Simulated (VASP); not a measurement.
Wanted: the native input for a VASP 6.6.1 run.

| Item | Value |
| --- | --- |
| Task | single point |
| Functional | PBEsol |
| Potentials or basis | VASP PAW PBE potentials, release 64 (Ta_pv, N) |
| Cutoff | 520 eV |
| k mesh | 9 × 9 × 5 |
| Occupations | fermi-dirac, width 0.01 eV |
| Spin | no spin polarisation |
| Dipole correction | no |
| Further INCAR settings | ALGO = Normal; EDIFF = 1e-07; NBANDS = 24 |

The structure of TaN lies in POSCAR:

```
TaN
1.0
    3.0601340589      0.0000000000      0.0000000000
   -1.5300670295      2.6501538341      0.0000000000
    0.0000000000      0.0000000000      4.9564120807
Ta N
2 2
Direct
    0.3333333333      0.6666666667      0.0000000000
    0.6666666667      0.3333333333      0.5000000000
    0.3333333333      0.6666666667      0.3850000000
    0.6666666667      0.3333333333      0.8850000000
```

This cell differs from its parent crystal: volume scaled by 1.01.

One way to write it, as run:

INCAR

```
SYSTEM = TaN
PREC = Accurate ; ENCUT = 520
EDIFF = 1E-7 ; ISMEAR = -1
SIGMA = 0.01 ; LREAL = .False.
LASPH = .True. ; NELM = 80
ALGO = Normal ; ISIF = 2
LWAVE = .False. ; LCHARG = .True.
GGA = PS ; LELF = .True.
LVHAR = .True. ; NBANDS = 24
```

KPOINTS

```
Automatic mesh
0
Gamma
  9 9 5
  0 0 0
```

Potentials or basis: VASP PAW PBE potentials, release 64 (Ta_pv, N).

Run with:

```console
$ cat potpaw_PBE.64/Ta_pv/POTCAR potpaw_PBE.64/N/POTCAR > POTCAR
$ mpirun -np 1 vasp_std > vasp.out
```

Results of the run:

The pressure is 122.4 GPa and the largest force is 2.294 eV/Å. The band gap on the k mesh is zero (band 16 reaches 10.03 eV, above the bottom of band 17 at 7.84 eV).

Caveat: the PAW data sets were made with another functional, which shifts forces and pressure a little; spin-orbit coupling is left out, which moves the levels of the heavy elements.

It took 24 s on 1 thread of AMD EPYC 7R13 (shared host), peak memory 0.18 GiB.
